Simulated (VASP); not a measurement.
Input of a VASP 6.6.1 run:

INCAR

```
SYSTEM = SiC
ALGO     = Normal         ! electronic algorithm
EDIFF    = 1E-6           ! SCF threshold, eV
ENCUT    = 520            ! plane-wave cutoff, eV
GGA      = PS             ! functional
ISIF     = 2              ! what is computed and relaxed
ISMEAR   = 0              ! smearing method
LASPH    = .TRUE.         ! aspherical terms in the spheres
LCHARG   = .FALSE.        ! write CHGCAR
LREAL    = .FALSE.        ! projectors in reciprocal space
LWAVE    = .FALSE.        ! write WAVECAR
NBANDS   = 11             ! bands
NELM     = 80             ! most SCF steps
PREC     = Accurate       ! precision mode
SIGMA    = 0.05           ! smearing width, eV
```

Contents of KPOINTS:

```
k-points
0
G
  12 12 12
  0 0 0
```

File POSCAR:

```
SiC
1.0
    0.0000000000      2.1707947984      2.1707947984
    2.1707947984      0.0000000000      2.1707947984
    2.1421403070      2.1421403070      0.0286544913
Si C
1 1
Direct
    0.0000000000      0.0000000000      0.0000000000
    0.7500000000      0.7500000000      0.7500000000
```

Potentials or basis: VASP PAW PBE potentials, release 64 (Si, C).

Run with:

```bash
$ cat potpaw_PBE.64/Si/POTCAR potpaw_PBE.64/C/POTCAR > POTCAR
$ mpirun -np 1 vasp_std > vasp.out
```

(1) Predict the pressure.

(2) Predict the band gap on the k mesh.

(3) What does it give for the largest force?

Results:

(1) 7.7 GPa.

(2) 1.12 eV, indirect (least direct gap 4.36 eV).

(3) 0.259 eV/Å.

Caveat: the PAW data sets were made with another functional, which shifts forces and pressure a little.
